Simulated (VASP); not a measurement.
# Si16Ge (a cell with a defect) in VASP: further runs

The runs below take Si16Ge (a cell with a defect) through single point, with LDA.

Program: VASP 6.6.1. These are calculated values, not measurements. Logs are shortened: lines on timing, memory, paths and dates and some standing lists are left out, and cuts for length are marked.

### 1 The cell of the first run

The cell holds a defect, 17 atoms: a = 7.679 Å, b = 7.679 Å, c = 7.679 Å, α = 60.00°, β = 60.00°, γ = 60.00°.

### 2 Single point, LDA

INCAR

```
SYSTEM = Si16Ge
  ALGO = Normal
  EDIFF = 1E-6
  ENCUT = 520
  GGA = CA
  ISIF = 2
  ISMEAR = 0
  LASPH = .True.
  LCHARG = .True.
  LELF = .True.
  LREAL = Auto
  LVHAR = .True.
  LWAVE = .False.
  NBANDS = 53
  NELM = 60
  PREC = Accurate
  SIGMA = 0.02
```

KPOINTS

```
k-points
0
Gamma
  2 2 2
  0 0 0
```

POSCAR

```
Si16Ge
1.0
    0.0000000000      5.4300000000      5.4300000000
    5.4300000000      0.0000000000      5.4300000000
    5.4300000000      5.4300000000      0.0000000000
Si Ge
16 1
Direct
    0.0050592864     -0.0054220977     -0.0043024524
    0.1363733426      0.1234611572      0.1183025589
    0.0035708668     -0.0039312825      0.5033031071
    0.1244246682      0.1264637512      0.6244174631
    0.0060850860      0.5047595780     -0.0053551023
    0.1250825425      0.6233088381      0.1275835221
    0.0005287252      0.4991244487      0.5002428935
    0.1246830597      0.6237159250      0.6241577596
    0.5004860520     -0.0008363381      0.0002311743
    0.6222499070      0.1172386724      0.1245100934
    0.4949241725     -0.0064639516      0.5058333710
    0.6185644097      0.1209355626      0.6361153666
    0.4974365870      0.5022391967     -0.0028406200
    0.6247886685      0.6350481079      0.1219931197
    0.4959537804      0.5037249428      0.5047784616
    0.6278688035      0.6230482868      0.6248071547
    0.7505123420      0.2491389025      0.2502328289
```

Potentials or basis: VASP PAW LDA potentials, release 64 (Si, Ge_d).

Launch:

```bash
$ cat potpaw_LDA.64/Si/POTCAR potpaw_LDA.64/Ge_d/POTCAR > POTCAR
$ mpirun -np 1 vasp_std > vasp.out
```

OUTCAR:

```text
SYSTEM = Si16Ge
   EDIFF = 1E-6
   ENCUT = 520
   GGA = CA
   ISIF = 2
   ISMEAR = 0
   LASPH = .True.
   LREAL = Auto
   NELM = 60
   PREC = Accurate

 ion  position               nearest neighbor table
   1  0.005  0.995  0.996-   6 2.33   4 2.33   2 2.40  10 2.40  17 2.76
   2  0.136  0.123  0.118-   9 2.28   5 2.39   1 2.40   3 2.41  17 2.42
   3  0.004  0.996  0.503-   8 2.34   4 2.34   2 2.41  12 2.41  17 2.75
   4  0.124  0.126  0.624-  11 2.32   1 2.33   3 2.34   7 2.34
   5  0.006  0.505  0.995-   6 2.32   8 2.32  14 2.39   2 2.39  17 2.78
   6  0.125  0.623  0.128-   5 2.32   1 2.33  13 2.34   7 2.34
   7  0.001  0.499  0.500-   6 2.34  16 2.34   8 2.34   4 2.34
   8  0.125  0.624  0.624-   5 2.32  15 2.33   3 2.34   7 2.34
   9  0.500  0.999  0.000-   2 2.28  12 2.28  14 2.28  10 2.28
  10  0.622  0.117  0.125-   9 2.28  11 2.39   1 2.40  13 2.41  17 2.42
  11  0.495  0.994  0.506-  16 2.32   4 2.32  12 2.39  10 2.39  17 2.78
  12  0.619  0.121  0.636-   9 2.28  11 2.39  15 2.40   3 2.41  17 2.42
  13  0.497  0.502  0.997-  16 2.34   6 2.34  14 2.41  10 2.41  17 2.75
  14  0.625  0.635  0.122-   9 2.28   5 2.39  15 2.40  13 2.41  17 2.42
  15  0.496  0.504  0.505-  16 2.33   8 2.33  14 2.40  12 2.40  17 2.76
  16  0.628  0.623  0.625-  11 2.32  15 2.33  13 2.34   7 2.34
  17  0.751  0.249  0.250-   2 2.42  12 2.42  10 2.42  14 2.42   3 2.75  13 2.75   1 2.76  15 2.76
                            11 2.78   5 2.78

  LATTYP: Found a face centered cubic cell.
 ALAT       =    10.8600000000

  Lattice vectors:

 A1 = (   0.0000000000,   5.4300000000,   5.4300000000)
 A2 = (   5.4300000000,   0.0000000000,   5.4300000000)
 A3 = (   5.4300000000,   5.4300000000,   0.0000000000)

Analysis of symmetry for initial positions (statically):
=====================================================================
 Subroutine PRICEL returns:
 Original cell was already a primitive cell.

 Routine SETGRP: Setting up the symmetry group for a
 face centered cubic supercell.

 Subroutine GETGRP returns: Found  1 space group operations
 (whereof  1 operations were pure point group operations)
 out of a pool of 48 trial point group operations.

The static configuration has the point symmetry C_1 .

Analysis of symmetry for dynamics (positions and initial velocities):
=====================================================================
 Subroutine PRICEL returns:
 Original cell was already a primitive cell.

 Routine SETGRP: Setting up the symmetry group for a
 face centered cubic supercell.

 Subroutine GETGRP returns: Found  1 space group operations
 (whereof  1 operations were pure point group operations)
 out of a pool of 48 trial point group operations.

The dynamic configuration has the point symmetry C_1 .

 Subroutine INISYM returns: Found  1 space group operations
 (whereof  1 operations are pure point group operations),
 and found     1 'primitive' translations

----------------------------------------------------------------------------------------

                                     Primitive cell

  volume of cell :     320.2060

  direct lattice vectors                    reciprocal lattice vectors
     0.000000000  5.430000000  5.430000000    -0.092081031  0.092081031  0.092081031
     5.430000000  0.000000000  5.430000000     0.092081031 -0.092081031  0.092081031
     5.430000000  5.430000000  0.000000000     0.092081031  0.092081031 -0.092081031

  length of vectors
     7.679179644  7.679179644  7.679179644     0.159489025  0.159489025  0.159489025

  position of ions in fractional coordinates (direct lattice)
     0.005059286  0.994577902  0.995697548
     0.136373343  0.123461157  0.118302559
     0.003570867  0.996068718  0.503303107
     0.124424668  0.126463751  0.624417463
     0.006085086  0.504759578  0.994644898
     0.125082543  0.623308838  0.127583522
[... 9 lines left out ...]
     0.627868804  0.623048287  0.624807155
     0.750512342  0.249138903  0.250232829

  ion indices of the primitive-cell ions
   primitive index   ion index
                 1           1
                 2           2
                 3           3
                 4           4
                 5           5
                 6           6
[... 9 lines left out ...]
                16          16
                17          17

----------------------------------------------------------------------------------------

 KPOINTS: k-points

Automatic generation of k-mesh.
 Grid dimensions read from file:
 generate k-points for:    2    2    2

 Generating k-lattice:

  Cartesian coordinates                     Fractional coordinates (reciprocal lattice)
    -0.046040516  0.046040516  0.046040516     0.500000000  0.000000000  0.000000000
     0.046040516 -0.046040516  0.046040516     0.000000000  0.500000000  0.000000000
     0.046040516  0.046040516 -0.046040516     0.000000000  0.000000000  0.500000000

  Length of vectors
     0.079744512  0.079744512  0.079744512

  Shift w.r.t. Gamma in fractional coordinates (k-lattice)
     0.000000000  0.000000000  0.000000000

 Subroutine IBZKPT returns following result:
 ===========================================

 Found      8 irreducible k-points:

 Following reciprocal coordinates:
            Coordinates               Weight
  0.000000  0.000000  0.000000      1.000000
  0.500000  0.000000  0.000000      1.000000
  0.000000  0.500000  0.000000      1.000000
  0.000000  0.000000  0.500000      1.000000
  0.500000  0.500000  0.500000      1.000000
  0.500000  0.500000  0.000000      1.000000
  0.000000  0.500000  0.500000      1.000000
  0.500000  0.000000  0.500000      1.000000
   k-points           NKPTS =      8   k-points in BZ     NKDIM =      8   number of bands    NBANDS=     53
   number of dos      NEDOS =    301   number of ions     NIONS =     17
   total plane-waves  NPLWV = 216000
   dimension x,y,z NGX =    60 NGY =   60 NGZ =   60
   dimension x,y,z NGXF=   120 NGYF=  120 NGZF=  120
   ions per type =              16   1
   NGX,Y,Z   is equivalent  to a cutoff of  12.99, 12.99, 12.99 a.u.
   NGXF,Y,Z  is equivalent  to a cutoff of  25.98, 25.98, 25.98 a.u.
 SYSTEM =  Si16Ge
   PREC   = accura    normal or accurate (medium, high low for compatibility)
   ISTART =      0    job   : 0-new  1-cont  2-samecut
   ICHARG =      2    charge: 1-file 2-atom 10-const
   ISPIN  =      1    spin polarized calculation?
   LNONCOLLINEAR =      F non collinear calculations
   LSORBIT =      F    spin-orbit coupling
   LASPH  =      T    aspherical Exc in radial PAW
   ENCUT  =  520.0 eV  38.22 Ry    6.18 a.u.  14.28 14.28 14.28*2*pi/ulx,y,z
   NELM   =     60;   NELMIN=  2; NELMDL= -5     # of ELM steps
   EDIFF  = 0.1E-05   stopping-criterion for ELM
   LREAL  =      T    real-space projection
   EDIFFG = 0.1E-04   stopping-criterion for IOM
   NSW    =      0    number of steps for IOM
   IBRION =     -1    ionic relax: 0-MD 1-quasi-New 2-CG
   NFREE  =      0    steps in history (QN), initial steepest desc. (CG)
   ISIF   =      2    stress and relaxation
   ISYM   =      2    0-nonsym 1-usesym 2-fastsym
   POTIM  = 0.5000    time-step for ionic-motion
   TEBEG  =    0.0;   TEEND  =   0.0 temperature during run
   PSTRESS=    0.0 pullay stress
   NELECT =      78.0000    total number of electrons
   NUPDOWN=      -1.0000    fix difference up-down
   EMIN   =  10.00;   EMAX   =-10.00  energy-range for DOS
   EFERMI =   0.00;   METHOD = LEGACY
   ISMEAR =     0;   SIGMA  =   0.02  broadening in eV -4-tet -1-fermi 0-gaus
   EFERMI_NEDOS =   21; number of points for ismear=-14 and -15
   IALGO  =     38    algorithm
   IMIX   =      4    mixing-type and parameters
     AMIX     =   0.40;   BMIX     =  1.00
     AMIX_MAG =   1.60;   BMIX_MAG =  1.00
  volume/ion in A,a.u.               =      18.84       127.11
  Fermi-wavevector in a.u.,A,eV,Ry     =   1.022421  1.932096 14.222785  1.045345
  Thomas-Fermi vector in A             =   2.156100
   LORBIT       =      0    0 simple, 1 ext, 2 COOP (PROOUT), +10 PAW based schemes
   GGA     = CA    functional components
   LHFCALC =     F    Hartree Fock is set to
   AEXX    =    0.0000 exact exchange contribution
   IVDW    =     0    specifies the selected vdW correction
   LEPSILON=     F    determine dielectric tensor
   LRPA    =     F    only Hartree local field effects (RPA)
 non-spin polarized calculation
 Gauss-broadening in eV      SIGMA  =   0.02
  energy-cutoff  :      520.00
  volume of cell :      320.21
 maximum number of plane-waves:      8646
 NGX is ok and might be reduce to    60
   NGX = 29   NGY = 29   NGZ = 29

 number of electron      77.9999997 magnetization

 Free energy of the ion-electron system (eV)
  ---------------------------------------------------
  ext. energy  EPLUGINS =         0.00000000
  ---------------------------------------------------
  free energy    TOTEN  =       -96.51139432 eV

  energy without entropy =      -96.51116478  energy(sigma->0) =      -96.51127955

 E-fermi :   6.7989     XC(G=0):  -9.9327

 val. band max:        6.7671792842   @ k =   0.0000   0.0000   0.0000
 cond. band min:       6.8307792155   @ k =   0.0000   0.0000   0.0000
 fundamental gap:      0.0635999313
 Fermi energy:         6.7989048859

 k-point     1 :       0.0000    0.0000    0.0000
  band No.  band energies     occupation
      1     -18.4711      2.00000
      2     -18.4708      2.00000
      3     -18.4706      2.00000
      4     -18.4584      2.00000
      5     -18.4554      2.00000
      6      -6.6086      2.00000
[... 43 lines left out ...]
     50       7.9935      0.00000
     51       8.9627      0.00000

 k-point     2 :       0.5000    0.0000    0.0000
  band No.  band energies     occupation
      1     -18.4711      2.00000
      2     -18.4708      2.00000
      3     -18.4706      2.00000
      4     -18.4584      2.00000
      5     -18.4554      2.00000
      6      -6.2903      2.00000
[... 316 lines left out ...]
 k-point     8 :       0.5000    0.0000    0.5000
  band No.  band energies     occupation
      1     -18.4711      2.00000
      2     -18.4708      2.00000
      3     -18.4706      2.00000
      4     -18.4584      2.00000
      5     -18.4554      2.00000
      6      -6.1932      2.00000
[... 43 lines left out ...]
     50      10.2050      0.00000
     51      10.2180      0.00000
 [bands above 51 left out]

------------------------ aborting loop because EDIFF is reached ----------------------------------------

  FORCE on cell =-STRESS in cart. coord.  units (eV):
  Direction    XX          YY          ZZ          XY          YZ          ZX
  --------------------------------------------------------------------------------------
  -------------------------------------------------------------------------------------
  Total        5.8366099      5.2303279      6.2632417     -0.0039095     -0.0000329     -0.0001282
  in kB       29.2039614     26.1703791     31.3386492     -0.0195617     -0.0001645     -0.0006414
  external PRESSURE =      28.9043299 kB  Pullay stress =       0.0000000 kB

 VOLUME and BASIS-vectors are now :
 -----------------------------------------------------------------------------
  energy-cutoff  :      520.00
  volume of cell :      320.21
      direct lattice vectors                 reciprocal lattice vectors
     0.000000000  5.430000000  5.430000000    -0.092081031  0.092081031  0.092081031
     5.430000000  0.000000000  5.430000000     0.092081031 -0.092081031  0.092081031
     5.430000000  5.430000000  0.000000000     0.092081031  0.092081031 -0.092081031

 POSITION                                       TOTAL-FORCE (eV/Angst)
 -----------------------------------------------------------------------------------
     10.80720      5.43411      5.42803        -0.001615     -0.001105      0.000295
      1.31278      1.38289      1.41090        -0.007696      0.018288     -0.012399
      8.14159      2.75233      5.42804         0.000382      0.001251      0.000368
      4.07728      4.06621      1.36232        -0.004184     -0.005450     -0.015381
      8.14177      5.43396      2.77389        -0.000170      0.000021      0.001249
      4.07735      1.37198      4.06377        -0.001122      0.008190      0.013590
[... 9 lines left out ...]
      6.77586      6.80203      6.79248         0.001780      0.007846     -0.012796
      2.71159      5.43405      5.42811         0.000268     -0.000801     -0.000825
 -----------------------------------------------------------------------------------
    total drift:                                0.001721      0.003713      0.001973

  FREE ENERGIE OF THE ION-ELECTRON SYSTEM (eV)
  ---------------------------------------------------
  free  energy   TOTEN  =       -96.5113943151 eV

  energy  without entropy=      -96.5111647798  energy(sigma->0) =      -96.51127955
```

It took 2.8 min on 1 thread of AMD EPYC 9R45 (Zen 5), shared host; peak memory 0.37 GiB.

Results:

| Item | Value |
| --- | --- |
| Free energy | -96.5114 eV |
| Pressure | 2.9 GPa |
| Largest force | 0.024 eV/Å |
| Band gap on the k mesh | zero (band 39 reaches 6.87 eV, above the bottom of band 40 at 6.55 eV) |

Forces in eV/Å, atoms in the order of the input:
```
Si  -0.002 -0.001  0.000
Si  -0.008  0.018 -0.012
Si   0.000  0.001  0.000
Si  -0.004 -0.005 -0.015
Si   0.000  0.000  0.001
Si  -0.001  0.008  0.014
Si   0.001 -0.002  0.000
Si   0.002 -0.008  0.014
Si   0.001 -0.002  0.001
Si  -0.006 -0.017  0.012
Si   0.000  0.000  0.001
Si   0.007  0.018  0.013
Si  -0.002  0.000 -0.001
Si   0.007 -0.019 -0.013
Si   0.002  0.001 -0.001
Si   0.002  0.008 -0.013
Ge   0.000 -0.001 -0.001
```

Caveat: the k points lie up to 0.50 Å⁻¹ apart.

(Part 1 of 2 ends here.)
